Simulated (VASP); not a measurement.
# In (Immm) in VASP: a series of runs

The runs below take In through single point, with PBEsol.

All numbers are computed with VASP 6.6.1; they aren't measurements. Logs are shortened: lines on timing, memory, paths and dates and some standing lists are left out, and cuts for length are marked.

## 1. The cell of the first run

It takes space group Immm (No. 71, orthorhombic). Conventional cell: a = 3.122 Å, b = 3.252 Å, c = 4.948 Å, α = 90.00°, β = 90.00°, γ = 90.00°. Within 4.1 Å of In (site symmetry mmm) lie 12 In at 3.12 to 3.35 Å.

## 2. Single point, PBEsol (strain -0.0400 x Voigt [0, 1, 0, 0, 0, 0])

INCAR

```
ALGO = Fast ; EDIFF = 1E-6
ENCUT = 520 ; GGA = PS
ISIF = 2 ; ISMEAR = 0
LASPH = True ; LCHARG = True
LELF = True ; LREAL = False
LVHAR = True ; LWAVE = False
NBANDS = 12 ; NELM = 80
PREC = Accurate ; SIGMA = 0.15
```

KPOINTS

```
k-points
0
Gamma
  20 20 20
```

POSCAR

```
In
1.0
   -1.6261500000      1.5611040000      2.4739500000
    1.6261500000     -1.5611040000      2.4739500000
    1.6261500000      1.5611040000     -2.4739500000
In
1
Direct
    0.0000000000      0.0000000000      0.0000000000
```

Potentials or basis: VASP PAW PBE potentials, release 64 (In_d).

Run with:

```bash
cat potpaw_PBE.64/In_d/POTCAR > POTCAR
mpirun -np 1 vasp_std > vasp.out
```

OUTCAR:

```text
EDIFF = 1E-6
   ENCUT = 520
   GGA = PS
   ISIF = 2
   ISMEAR = 0
   LASPH = True
   LREAL = False
   NELM = 80
   PREC = Accurate

 ion  position               nearest neighbor table
   1  0.000  0.000  0.000-

  LATTYP: Found a body centered orthorhombic cell.
 ALAT       =     3.1222080000
 B/A-ratio  =     1.0416666667
 C/A-ratio  =     1.5847438736

  Lattice vectors:

 A1 = (   1.6261500000,  -1.5611040000,  -2.4739500000)
 A2 = (  -1.6261500000,   1.5611040000,  -2.4739500000)
 A3 = (   1.6261500000,   1.5611040000,   2.4739500000)

Analysis of symmetry for initial positions (statically):
=====================================================================
 Subroutine PRICEL returns:
 Original cell was already a primitive cell.

 Routine SETGRP: Setting up the symmetry group for a
 body centered orthorhombic supercell.

 Subroutine GETGRP returns: Found  8 space group operations
 (whereof  8 operations were pure point group operations)
 out of a pool of  8 trial point group operations.

The static configuration has the point symmetry D_2h.

Analysis of symmetry for dynamics (positions and initial velocities):
=====================================================================
 Subroutine PRICEL returns:
 Original cell was already a primitive cell.

 Routine SETGRP: Setting up the symmetry group for a
 body centered orthorhombic supercell.

 Subroutine GETGRP returns: Found  8 space group operations
 (whereof  8 operations were pure point group operations)
 out of a pool of  8 trial point group operations.

The dynamic configuration has the point symmetry D_2h.

 Subroutine INISYM returns: Found  8 space group operations
 (whereof  8 operations are pure point group operations),
 and found     1 'primitive' translations

----------------------------------------------------------------------------------------

                                     Primitive cell

  volume of cell :      25.1214

  direct lattice vectors                    reciprocal lattice vectors
    -1.626150000  1.561104000  2.473950000     0.000000000  0.320286156  0.202105944
     1.626150000 -1.561104000  2.473950000     0.307474710  0.000000000  0.202105944
     1.626150000  1.561104000 -2.473950000     0.307474710  0.320286156  0.000000000

  length of vectors
     3.346914717  3.346914717  3.346914717     0.378721579  0.367950418  0.443986396

  position of ions in fractional coordinates (direct lattice)
     0.000000000  0.000000000  0.000000000

  ion indices of the primitive-cell ions
   primitive index   ion index
                 1           1

----------------------------------------------------------------------------------------

 KPOINTS: k-points

Automatic generation of k-mesh.
 Grid dimensions read from file:
 generate k-points for:   20   20   20

 Generating k-lattice:

  Cartesian coordinates                     Fractional coordinates (reciprocal lattice)
     0.000000000  0.016014308  0.010105297     0.050000000  0.000000000 -0.000000000
     0.015373736  0.000000000  0.010105297     0.000000000  0.050000000 -0.000000000
     0.015373736  0.016014308  0.000000000    -0.000000000  0.000000000  0.050000000

  Length of vectors
     0.018936079  0.018397521  0.022199320

  Shift w.r.t. Gamma in fractional coordinates (k-lattice)
     0.000000000  0.000000000  0.000000000

 Subroutine IBZKPT returns following result:
 ===========================================

 Found   1166 irreducible k-points:

 Following reciprocal coordinates:
            Coordinates               Weight
  0.000000  0.000000  0.000000      1.000000
  0.050000 -0.000000  0.000000      4.000000
  0.100000 -0.000000  0.000000      4.000000
  0.150000  0.000000  0.000000      4.000000
  0.200000 -0.000000  0.000000      4.000000
  0.250000  0.000000  0.000000      4.000000
[... 16 lines left out ...]
 -0.450000  0.050000  0.000000      8.000000
 -0.400000  0.050000  0.000000      8.000000
 [... further k-points ...]
   k-points           NKPTS =   1166   k-points in BZ     NKDIM =   1166   number of bands    NBANDS=     12
   number of dos      NEDOS =    301   number of ions     NIONS =      1
   total plane-waves  NPLWV =  21952
   dimension x,y,z NGX =    28 NGY =   28 NGZ =   28
   dimension x,y,z NGXF=    56 NGYF=   56 NGZF=   56
   ions per type =               1
   NGX,Y,Z   is equivalent  to a cutoff of  13.91, 13.91, 13.91 a.u.
   NGXF,Y,Z  is equivalent  to a cutoff of  27.82, 27.82, 27.82 a.u.
 SYSTEM =  unknown system
   PREC   = accura    normal or accurate (medium, high low for compatibility)
   ISTART =      0    job   : 0-new  1-cont  2-samecut
   ICHARG =      2    charge: 1-file 2-atom 10-const
   ISPIN  =      1    spin polarized calculation?
   LNONCOLLINEAR =      F non collinear calculations
   LSORBIT =      F    spin-orbit coupling
   LASPH  =      T    aspherical Exc in radial PAW
   ENCUT  =  520.0 eV  38.22 Ry    6.18 a.u.   6.22  6.22  6.22*2*pi/ulx,y,z
   NELM   =     80;   NELMIN=  2; NELMDL= -5     # of ELM steps
   EDIFF  = 0.1E-05   stopping-criterion for ELM
   LREAL  =      F    real-space projection
   EDIFFG = 0.1E-04   stopping-criterion for IOM
   NSW    =      0    number of steps for IOM
   IBRION =     -1    ionic relax: 0-MD 1-quasi-New 2-CG
   NFREE  =      0    steps in history (QN), initial steepest desc. (CG)
   ISIF   =      2    stress and relaxation
   ISYM   =      2    0-nonsym 1-usesym 2-fastsym
   POTIM  = 0.5000    time-step for ionic-motion
   TEBEG  =    0.0;   TEEND  =   0.0 temperature during run
   PSTRESS=    0.0 pullay stress
   NELECT =      13.0000    total number of electrons
   NUPDOWN=      -1.0000    fix difference up-down
   EMIN   =  10.00;   EMAX   =-10.00  energy-range for DOS
   EFERMI =   0.00;   METHOD = LEGACY
   ISMEAR =     0;   SIGMA  =   0.15  broadening in eV -4-tet -1-fermi 0-gaus
   EFERMI_NEDOS =   21; number of points for ismear=-14 and -15
   IALGO  =     68    algorithm
   IMIX   =      4    mixing-type and parameters
     AMIX     =   0.40;   BMIX     =  1.00
     AMIX_MAG =   1.60;   BMIX_MAG =  1.00
  volume/ion in A,a.u.               =      25.12       169.53
  Fermi-wavevector in a.u.,A,eV,Ry     =   1.314341  2.483745 23.503971  1.727493
  Thomas-Fermi vector in A             =   2.444601
   LORBIT       =      0    0 simple, 1 ext, 2 COOP (PROOUT), +10 PAW based schemes
   GGA     = PS    functional components
   LHFCALC =     F    Hartree Fock is set to
   AEXX    =    0.0000 exact exchange contribution
   IVDW    =     0    specifies the selected vdW correction
   LEPSILON=     F    determine dielectric tensor
   LRPA    =     F    only Hartree local field effects (RPA)
 non-spin polarized calculation
 RMM-DIIS sequential band-by-band and
 Gauss-broadening in eV      SIGMA  =   0.15
  energy-cutoff  :      520.00
  volume of cell :       25.12
 maximum number of plane-waves:       694
 NGX is ok and might be reduce to    28
   NGX = 13   NGY = 13   NGZ = 13

 number of electron      13.0000001 magnetization

 Free energy of the ion-electron system (eV)
  ---------------------------------------------------
  ext. energy  EPLUGINS =         0.00000000
  ---------------------------------------------------
  free energy    TOTEN  =        -2.98302203 eV

  energy without entropy =       -2.97835239  energy(sigma->0) =       -2.98068721

 E-fermi :   7.8212     XC(G=0): -10.5989

 val. band max:        7.8169960760   @ k =   0.5000   0.4000   0.0500
 cond. band min:       7.8239780810   @ k =   0.0500   0.3000   0.0500
 fundamental gap:      0.0069820050
 Fermi energy:         7.8212272155

 k-point     1 :       0.0000    0.0000    0.0000
  band No.  band energies     occupation
      1      -6.8846      2.00000
      2      -6.7470      2.00000
      3      -6.6888      2.00000
      4      -6.6514      2.00000
      5      -6.5054      2.00000
      6      -2.0296      2.00000
      7      18.0815      0.00000
      8      18.5952      0.00000
      9      19.3616      0.00000
     10      19.8865      0.00000
     11      21.7179      0.00000
     12      22.0086      0.00000

 k-point     2 :       0.0500   -0.0000    0.0000
  band No.  band energies     occupation
      1      -6.8764      2.00000
      2      -6.7422      2.00000
      3      -6.6906      2.00000
      4      -6.6514      2.00000
      5      -6.5084      2.00000
      6      -1.9715      2.00000
      7      18.0209      0.00000
      8      18.4160      0.00000
      9      18.6847      0.00000
     10      19.5873      0.00000
     11      21.8665      0.00000
     12      22.1987      0.00000

 k-point     3 :       0.1000   -0.0000    0.0000
  band No.  band energies     occupation
      1      -6.8544      2.00000
      2      -6.7290      2.00000
      3      -6.6973      2.00000
      4      -6.6487      2.00000
      5      -6.5165      2.00000
      6      -1.7963      2.00000
      7      16.8455      0.00000
      8      17.8672      0.00000
      9      18.3259      0.00000
     10      19.3114      0.00000
     11      21.8100      0.00000
     12      22.2811      0.00000

 k-point     4 :       0.1500    0.0000    0.0000
  band No.  band energies     occupation
      1      -6.8263      2.00000
      2      -6.7107      2.00000
      3      -6.7106      2.00000
      4      -6.6363      2.00000
      5      -6.5268      2.00000
      6      -1.5016      2.00000
      7      15.0216      0.00000
      8      17.6758      0.00000
      9      17.8772      0.00000
     10      19.1584      0.00000
     11      21.2242      0.00000
     12      22.9028      0.00000

 k-point     5 :       0.2000   -0.0000    0.0000
  band No.  band energies     occupation
      1      -6.8045      2.00000
      2      -6.7292      2.00000
      3      -6.6939      2.00000
      4      -6.6067      2.00000
      5      -6.5331      2.00000
      6      -1.0847      2.00000
      7      13.2087      0.00000
      8      17.3359      0.00000
      9      17.4902      0.00000
     10      19.0837      0.00000
     11      20.6991      0.00000
     12      23.5044      0.00000
[... 228 lines left out ...]
      1      -6.8550      2.00000
      2      -6.7783      2.00000
      3      -6.7292      2.00000
      4      -6.4497      2.00000
      5      -6.3633      2.00000
      6       3.1977      2.00000
      7       5.0453      2.00000
      8      15.1855      0.00000
      9      16.4906      0.00000
     10      18.4675      0.00000
     11      19.6101      0.00000
     12      21.4937      0.00000

 k-point    22 :       0.5000    0.0500    0.0000
  band No.  band energies     occupation
      1      -6.8584      2.00000
      2      -6.7771      2.00000
      3      -6.7316      2.00000
      4      -6.4510      2.00000
      5      -6.3539      2.00000
      6       3.6380      2.00000
      7       4.5547      2.00000
      8      15.1222      0.00000
      9      16.6235      0.00000
     10      18.3837      0.00000
     11      19.6627      0.00000
     12      21.6312      0.00000

 k-point    23 :      -0.4500    0.0500    0.0000
  band No.  band energies     occupation
      1      -6.8532      2.00000
      2      -6.7730      2.00000
      3      -6.7272      2.00000
      4      -6.4633      2.00000
      5      -6.3659      2.00000
      6       2.5997      2.00000
      7       5.7714      2.00000
      8      15.1657      0.00000
      9      16.7736      0.00000
     10      18.4431      0.00000
     11      19.7844      0.00000
     12      21.7171      0.00000

 k-point    24 :      -0.4000    0.0500    0.0000
  band No.  band energies     occupation
      1      -6.8403      2.00000
      2      -6.7666      2.00000
      3      -6.7168      2.00000
      4      -6.4849      2.00000
      5      -6.3976      2.00000
      6       1.6069      2.00000
      7       7.1703      2.00000
      8      15.3185      0.00000
      9      16.9087      0.00000
     10      18.6646      0.00000
     11      19.9776      0.00000
     12      21.6366      0.00000

 [... further k-points ...]
[... 5 lines left out ...]
  --------------------------------------------------------------------------------------
  -------------------------------------------------------------------------------------
  Total        0.0567420      0.2514936      0.1080580      0.0000000      0.0000000      0.0000000
  in kB        3.6188596     16.0396238      6.8916654      0.0000000      0.0000000      0.0000000
  external PRESSURE =       8.8500496 kB  Pullay stress =       0.0000000 kB

 VOLUME and BASIS-vectors are now :
 -----------------------------------------------------------------------------
  energy-cutoff  :      520.00
  volume of cell :       25.12
      direct lattice vectors                 reciprocal lattice vectors
    -1.626150000  1.561104000  2.473950000     0.000000000  0.320286156  0.202105944
     1.626150000 -1.561104000  2.473950000     0.307474710  0.000000000  0.202105944
     1.626150000  1.561104000 -2.473950000     0.307474710  0.320286156  0.000000000

 POSITION                                       TOTAL-FORCE (eV/Angst)
 -----------------------------------------------------------------------------------
      0.00000      0.00000      0.00000        -0.000000      0.000000      0.000000
 -----------------------------------------------------------------------------------
    total drift:                               -0.000000     -0.000000     -0.000000

  FREE ENERGIE OF THE ION-ELECTRON SYSTEM (eV)
  ---------------------------------------------------
  free  energy   TOTEN  =        -2.9830220289 eV

  energy  without entropy=       -2.9783523930  energy(sigma->0) =       -2.98068721
```

It took 3.4 min on 1 thread of Intel Xeon 6975P-C (Granite Rapids), shared host; peak memory 0.44 GiB.

Results:

| Property | Result |
| --- | --- |
| Free energy | -2.9830 eV |
| Pressure | 0.9 GPa |

Caveat: the cell differs from its parent crystal (strain -0.0400 x Voigt [0, 1, 0, 0, 0, 0]); the PAW data sets were made with another functional, which shifts forces and pressure a little; spin-orbit coupling is left out, which moves the levels of the heavy elements.

## 3. Single point, PBEsol (strain -0.0300 x Voigt [0, 1, 0, 0, 0, 0])

INCAR

```
SYSTEM = In
  PREC = Accurate
  ENCUT = 520
  EDIFF = 1E-6
  ISMEAR = 0
  SIGMA = 0.15
  LREAL = .False.
  LASPH = .True.
  NELM = 60
  ALGO = Fast
  ISIF = 2
  LWAVE = .False.
  LCHARG = .True.
  GGA = PS
  LELF = .True.
  LVHAR = .True.
  NBANDS = 12
```

KPOINTS

```
regular mesh
0
Gamma
  20 20 20
  0 0 0
```

POSCAR

```
In
1.0
   -1.6261500000      1.5773655000      2.4739500000
    1.6261500000     -1.5773655000      2.4739500000
    1.6261500000      1.5773655000     -2.4739500000
In
1
Direct
    0.0000000000      0.0000000000      0.0000000000
```

Potentials or basis: VASP PAW PBE potentials, release 64 (In_d).

Run with:

```bash
cat potpaw_PBE.64/In_d/POTCAR > POTCAR
mpirun -np 1 vasp_std > vasp.out
```

Wall time 3.3 min (1 thread of Intel Xeon 6975P-C (Granite Rapids), shared host); peak memory 0.44 GiB.

The run converged. Its results:

```yaml
Free_energy: -2.9850 eV
Pressure: 0.4 GPa
```

Stress tensor (GPa, compression positive):
```
0.12 0.00 0.00
0.00 0.80 0.00
0.00 0.00 0.21
```

Levels at points of the mesh, in eV from the Fermi level:
```
           k point  band 2  band 3  band 4  band 5  band 6  band 7  band 8  band 9  band 10  band 11
(0.00, 0.00, 0.00)  -14.55  -14.51  -14.46  -14.33   -9.78   10.33   10.80   11.27    11.89    13.94
(0.50, 0.00, 0.00)  -14.60  -14.54  -14.26  -14.18   -4.14   -3.46    7.51    9.22    11.04    11.52
(0.00, 0.50, 0.00)  -14.65  -14.49  -14.24  -14.22   -4.51   -3.57    7.45    9.86    11.29    11.54
(0.50, 0.50, 0.00)  -14.73  -14.24  -14.23  -14.11   -2.00   -1.49    3.47    3.99     7.11     7.43
(0.50, 0.50, 0.50)  -14.72  -14.22  -14.20  -14.19   -3.09   -2.88    4.50    5.40     8.05     8.97
```

Caveat: the cell differs from its parent crystal (strain -0.0300 x Voigt [0, 1, 0, 0, 0, 0]); the PAW data sets were made with another functional, which shifts forces and pressure a little; spin-orbit coupling is left out, which moves the levels of the heavy elements.
